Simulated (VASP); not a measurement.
# Ir (Fm-3m) in VASP: a series of runs

Runs on Ir. Level: LDA. Tasks: single point.

All numbers are computed with VASP 6.6.1; they aren't measurements. Logs are shortened: lines on timing, memory, paths and dates and some standing lists are left out, and cuts for length are marked.

**1. The cell of the first run**

It takes space group Fm-3m (No. 225, cubic). Conventional cell: a = 3.812 Å, b = 3.812 Å, c = 3.812 Å, α = 90.00°, β = 90.00°, γ = 90.00°. Ir (site symmetry m-3m) has 12 Ir at 2.70 Å within 3.6 Å.

**2. Single point, LDA**

INCAR

```
SYSTEM = Ir
PREC     = Accurate       ! precision mode
ENCUT    = 520            ! plane-wave cutoff, eV
EDIFF    = 1E-6           ! SCF threshold, eV
ISMEAR   = 1              ! smearing method
SIGMA    = 0.6            ! smearing width, eV
LREAL    = .FALSE.        ! projectors in reciprocal space
LASPH    = .TRUE.         ! aspherical terms in the spheres
NELM     = 80             ! most SCF steps
ALGO     = Normal         ! electronic algorithm
ISIF     = 2              ! what is computed and relaxed
LWAVE    = .FALSE.        ! write WAVECAR
LCHARG   = .TRUE.         ! write CHGCAR
LELF     = .TRUE.         ! ELF
LVHAR    = .TRUE.       
NBANDS   = 10             ! bands
```

KPOINTS

```
regular mesh
0
G
  14 14 14
  0 0 0
```

POSCAR

```
Ir
1.0
    0.0000000000      1.9060927672      1.9060927672
    1.9060927672      0.0000000000      1.9060927672
    1.9060927672      1.9060927672      0.0000000000
Ir
1
Direct
    0.0000000000      0.0000000000      0.0000000000
```

Potentials or basis: VASP PAW LDA potentials, release 64 (Ir).

Launch:

```console
> cat potpaw_LDA.64/Ir/POTCAR > POTCAR
> mpirun -np 1 vasp_std > vasp.out
```

OUTCAR:

```text
SYSTEM = Ir
   PREC = Accurate
   ENCUT = 520
   EDIFF = 1E-6
   ISMEAR = 1
   LREAL = .FALSE.
   LASPH = .TRUE.
   NELM = 80
   ISIF = 2

 ion  position               nearest neighbor table
   1  0.000  0.000  0.000-

  LATTYP: Found a face centered cubic cell.
 ALAT       =     3.8121855344

  Lattice vectors:

 A1 = (   0.0000000000,   1.9060927672,   1.9060927672)
 A2 = (   1.9060927672,   0.0000000000,   1.9060927672)
 A3 = (   1.9060927672,   1.9060927672,   0.0000000000)

Analysis of symmetry for initial positions (statically):
=====================================================================
 Subroutine PRICEL returns:
 Original cell was already a primitive cell.

 Routine SETGRP: Setting up the symmetry group for a
 face centered cubic supercell.

 Subroutine GETGRP returns: Found 48 space group operations
 (whereof 48 operations were pure point group operations)
 out of a pool of 48 trial point group operations.

The static configuration has the point symmetry O_h .

Analysis of symmetry for dynamics (positions and initial velocities):
=====================================================================
 Subroutine PRICEL returns:
 Original cell was already a primitive cell.

 Routine SETGRP: Setting up the symmetry group for a
 face centered cubic supercell.

 Subroutine GETGRP returns: Found 48 space group operations
 (whereof 48 operations were pure point group operations)
 out of a pool of 48 trial point group operations.

The dynamic configuration has the point symmetry O_h .

 Subroutine INISYM returns: Found 48 space group operations
 (whereof 48 operations are pure point group operations),
 and found     1 'primitive' translations

----------------------------------------------------------------------------------------

                                     Primitive cell

  volume of cell :      13.8504

  direct lattice vectors                    reciprocal lattice vectors
     0.000000000  1.906092767  1.906092767    -0.262316719  0.262316719  0.262316719
     1.906092767  0.000000000  1.906092767     0.262316719 -0.262316719  0.262316719
     1.906092767  1.906092767  0.000000000     0.262316719  0.262316719 -0.262316719

  length of vectors
     2.695622243  2.695622243  2.695622243     0.454345884  0.454345884  0.454345884

  position of ions in fractional coordinates (direct lattice)
     0.000000000  0.000000000  0.000000000

  ion indices of the primitive-cell ions
   primitive index   ion index
                 1           1

----------------------------------------------------------------------------------------

 KPOINTS: regular mesh

Automatic generation of k-mesh.
 Grid dimensions read from file:
 generate k-points for:   14   14   14

 Generating k-lattice:

  Cartesian coordinates                     Fractional coordinates (reciprocal lattice)
    -0.018736908  0.018736908  0.018736908     0.071428571  0.000000000  0.000000000
     0.018736908 -0.018736908  0.018736908     0.000000000  0.071428571  0.000000000
     0.018736908  0.018736908 -0.018736908     0.000000000  0.000000000  0.071428571

  Length of vectors
     0.032453277  0.032453277  0.032453277

  Shift w.r.t. Gamma in fractional coordinates (k-lattice)
     0.000000000  0.000000000  0.000000000

 Subroutine IBZKPT returns following result:
 ===========================================

 Found    104 irreducible k-points:

 Following reciprocal coordinates:
            Coordinates               Weight
  0.000000  0.000000  0.000000      1.000000
  0.071429  0.000000  0.000000      8.000000
  0.142857  0.000000  0.000000      8.000000
  0.214286  0.000000  0.000000      8.000000
  0.285714  0.000000  0.000000      8.000000
  0.357143  0.000000  0.000000      8.000000
[... 16 lines left out ...]
  0.214286  0.142857  0.000000     24.000000
  0.285714  0.142857  0.000000     24.000000
 [... further k-points ...]
   k-points           NKPTS =    104   k-points in BZ     NKDIM =    104   number of bands    NBANDS=     10
   number of dos      NEDOS =    301   number of ions     NIONS =      1
   total plane-waves  NPLWV =   8000
   dimension x,y,z NGX =    20 NGY =   20 NGZ =   20
   dimension x,y,z NGXF=    40 NGYF=   40 NGZF=   40
   ions per type =               1
   NGX,Y,Z   is equivalent  to a cutoff of  12.33, 12.33, 12.33 a.u.
   NGXF,Y,Z  is equivalent  to a cutoff of  24.67, 24.67, 24.67 a.u.
 SYSTEM =  Ir
   PREC   = accura    normal or accurate (medium, high low for compatibility)
   ISTART =      0    job   : 0-new  1-cont  2-samecut
   ICHARG =      2    charge: 1-file 2-atom 10-const
   ISPIN  =      1    spin polarized calculation?
   LNONCOLLINEAR =      F non collinear calculations
   LSORBIT =      F    spin-orbit coupling
   LASPH  =      T    aspherical Exc in radial PAW
   ENCUT  =  520.0 eV  38.22 Ry    6.18 a.u.   5.01  5.01  5.01*2*pi/ulx,y,z
   NELM   =     80;   NELMIN=  2; NELMDL= -5     # of ELM steps
   EDIFF  = 0.1E-05   stopping-criterion for ELM
   LREAL  =      F    real-space projection
   EDIFFG = 0.1E-04   stopping-criterion for IOM
   NSW    =      0    number of steps for IOM
   IBRION =     -1    ionic relax: 0-MD 1-quasi-New 2-CG
   NFREE  =      0    steps in history (QN), initial steepest desc. (CG)
   ISIF   =      2    stress and relaxation
   ISYM   =      2    0-nonsym 1-usesym 2-fastsym
   POTIM  = 0.5000    time-step for ionic-motion
   TEBEG  =    0.0;   TEEND  =   0.0 temperature during run
   PSTRESS=    0.0 pullay stress
   NELECT =       9.0000    total number of electrons
   NUPDOWN=      -1.0000    fix difference up-down
   EMIN   =  10.00;   EMAX   =-10.00  energy-range for DOS
   EFERMI =   0.00;   METHOD = LEGACY
   ISMEAR =     1;   SIGMA  =   0.60  broadening in eV -4-tet -1-fermi 0-gaus
   EFERMI_NEDOS =   21; number of points for ismear=-14 and -15
   IALGO  =     38    algorithm
   IMIX   =      4    mixing-type and parameters
     AMIX     =   0.40;   BMIX     =  1.00
     AMIX_MAG =   1.60;   BMIX_MAG =  1.00
  volume/ion in A,a.u.               =      13.85        93.47
  Fermi-wavevector in a.u.,A,eV,Ry     =   1.417974  2.679583 27.356562  2.010651
  Thomas-Fermi vector in A             =   2.539148
   LORBIT       =      0    0 simple, 1 ext, 2 COOP (PROOUT), +10 PAW based schemes
   GGA     = CA    functional components
   LHFCALC =     F    Hartree Fock is set to
   AEXX    =    0.0000 exact exchange contribution
   IVDW    =     0    specifies the selected vdW correction
   LEPSILON=     F    determine dielectric tensor
   LRPA    =     F    only Hartree local field effects (RPA)
 non-spin polarized calculation
 Methfessel and Paxton  Order N= 1 SIGMA  =   0.60
  energy-cutoff  :      520.00
  volume of cell :       13.85
 maximum number of plane-waves:       388
   NGX =  9   NGY =  9   NGZ =  9

 number of electron       9.0000001 magnetization

 Free energy of the ion-electron system (eV)
  ---------------------------------------------------
  ext. energy  EPLUGINS =         0.00000000
  ---------------------------------------------------
  free energy    TOTEN  =       -10.31766696 eV

  energy without entropy =      -10.32018371  energy(sigma->0) =      -10.31850588

 E-fermi :  10.6532     XC(G=0): -14.2625

 val. band max:       10.6418521970   @ k =  -0.3571   0.2857   0.0000
 cond. band min:      10.6557147056   @ k =   0.4286   0.3571   0.0000
 fundamental gap:      0.0138625087
 Fermi energy:        10.6532050447

 k-point     1 :       0.0000    0.0000    0.0000
  band No.  band energies     occupation
      1      -0.6470      2.00000
      2       6.6408      2.00000
      3       6.6408      2.00000
      4       6.6408      2.00000
      5       9.4597      2.01655
      6       9.4597      2.01655
      7      24.9874      0.00000
      8      30.6534      0.00000
      9      30.6534      0.00000
     10      30.6534      0.00000

 k-point     2 :       0.0714    0.0000    0.0000
  band No.  band energies     occupation
      1      -0.4152      2.00000
      2       6.5179      2.00000
      3       6.7415      2.00000
      4       6.7415      2.00000
      5       9.3945      2.01151
      6       9.3945      2.01151
      7      25.3910      0.00000
      8      29.5288      0.00000
      9      31.0402      0.00000
     10      31.0402      0.00000

 k-point     3 :       0.1429    0.0000    0.0000
  band No.  band energies     occupation
      1       0.2370      2.00000
      2       6.2395      2.00000
      3       6.9761      2.00000
      4       6.9761      2.00000
      5       9.2910      2.00607
      6       9.2910      2.00607
      7      26.4063      0.00000
      8      27.6056      0.00000
      9      32.1425      0.00000
     10      32.1425      0.00000

 k-point     4 :       0.2143    0.0000    0.0000
  band No.  band energies     occupation
      1       1.1465      2.00000
      2       6.0628      2.00000
      3       7.1277      2.00000
      4       7.1277      2.00000
      5       9.4143      2.01289
      6       9.4143      2.01289
      7      25.5347      0.00000
      8      27.5590      0.00000
      9      33.7801      0.00000
     10      33.7801      0.00000
[... 222 lines left out ...]
 k-point    22 :       0.1429    0.1429    0.0000
  band No.  band energies     occupation
      1       0.5416      2.00000
      2       5.7863      2.00000
      3       7.3421      2.00000
      4       7.3421      2.00000
      5       8.4731      2.00000
      6       9.8188      2.06421
      7      27.0404      0.00000
      8      28.9304      0.00000
      9      30.9057      0.00000
     10      30.9057      0.00000

 k-point    23 :       0.2143    0.1429    0.0000
  band No.  band energies     occupation
      1       1.2588      2.00000
      2       5.4350      2.00000
      3       7.4783      2.00000
      4       7.6710      2.00000
      5       8.3872      2.00000
      6      10.0229      2.05921
      7      27.7078      0.00000
      8      28.1542      0.00000
      9      30.9613      0.00000
     10      31.5292      0.00000

 k-point    24 :       0.2857    0.1429    0.0000
  band No.  band energies     occupation
      1       2.1482      2.00000
      2       5.2594      2.00000
      3       7.0369      2.00000
      4       7.8023      2.00000
      5       9.2026      2.00332
      6      10.4367      1.56887
      7      25.7609      0.00000
      8      28.6863      0.00000
      9      30.9186      0.00000
     10      31.8582      0.00000

 [... further k-points ...]
[... 5 lines left out ...]
  --------------------------------------------------------------------------------------
  -------------------------------------------------------------------------------------
  Total        0.1922663      0.1922663      0.1922663      0.0000000      0.0000000     -0.0000000
  in kB       22.2408627     22.2408627     22.2408627      0.0000000      0.0000000     -0.0000000
  external PRESSURE =      22.2408627 kB  Pullay stress =       0.0000000 kB

 VOLUME and BASIS-vectors are now :
 -----------------------------------------------------------------------------
  energy-cutoff  :      520.00
  volume of cell :       13.85
      direct lattice vectors                 reciprocal lattice vectors
     0.000000000  1.906092767  1.906092767    -0.262316719  0.262316719  0.262316719
     1.906092767  0.000000000  1.906092767     0.262316719 -0.262316719  0.262316719
     1.906092767  1.906092767  0.000000000     0.262316719  0.262316719 -0.262316719

 POSITION                                       TOTAL-FORCE (eV/Angst)
 -----------------------------------------------------------------------------------
      0.00000      0.00000      0.00000        -0.000000      0.000000     -0.000000
 -----------------------------------------------------------------------------------
    total drift:                                0.000000      0.000000     -0.000000

  FREE ENERGIE OF THE ION-ELECTRON SYSTEM (eV)
  ---------------------------------------------------
  free  energy   TOTEN  =       -10.3176669647 eV

  energy  without entropy=      -10.3201837118  energy(sigma->0) =      -10.31850588
```

It took 5.5 s on 1 thread of Intel Xeon 6975P-C, shared host; peak memory 0.13 GiB.

What came out:

- Free energy: -10.3177 eV
- Pressure: 2.2 GPa

Caveat: spin-orbit coupling is left out, which moves the levels of the heavy elements.

**3. Single point, LDA**

INCAR

```
SYSTEM = Ir
PREC = Accurate
ENCUT = 520
EDIFF = 1E-6
ISMEAR = 1
SIGMA = 1.0
LREAL = .False.
LASPH = .True.
NELM = 80
ALGO = Normal
ISIF = 2
LWAVE = .False.
LCHARG = .False.
GGA = CA
NBANDS = 10
```

KPOINTS

```
Automatic mesh
0
Gamma
  14 14 14
  0 0 0
```

POSCAR is that of step 2.

Potentials or basis: VASP PAW LDA potentials, release 64 (Ir).

Launch:

```console
> cat potpaw_LDA.64/Ir/POTCAR > POTCAR
> mpirun -np 1 vasp_std > vasp.out
```

Wall time 5.2 s (1 thread of Intel Xeon 6975P-C, shared host); peak memory 0.13 GiB.

The run converged. Its results:

```
Free energy : -10.3179 eV
Pressure    : 2.5 GPa
```

Levels at points of the mesh, in eV from the Fermi level:
| k point | band 1 | band 2 | band 3 | band 4 | band 5 | band 6 | band 7 | band 8 |
| --- | --- | --- | --- | --- | --- | --- | --- | --- |
| (0.00, 0.00, 0.00) | -11.28 | -3.99 | -3.99 | -3.99 | -1.17 | -1.17 | 14.35 | 20.02 |
| (0.50, 0.00, 0.00) | -8.29 | -4.09 | -4.09 | -0.72 | 0.99 | 0.99 | 7.54 | 13.90 |
| (0.50, 0.50, 0.00) | -8.11 | -7.55 | 0.98 | 1.58 | 1.58 | 1.79 | 10.87 | 11.85 |

Caveat: spin-orbit coupling is left out, which moves the levels of the heavy elements.
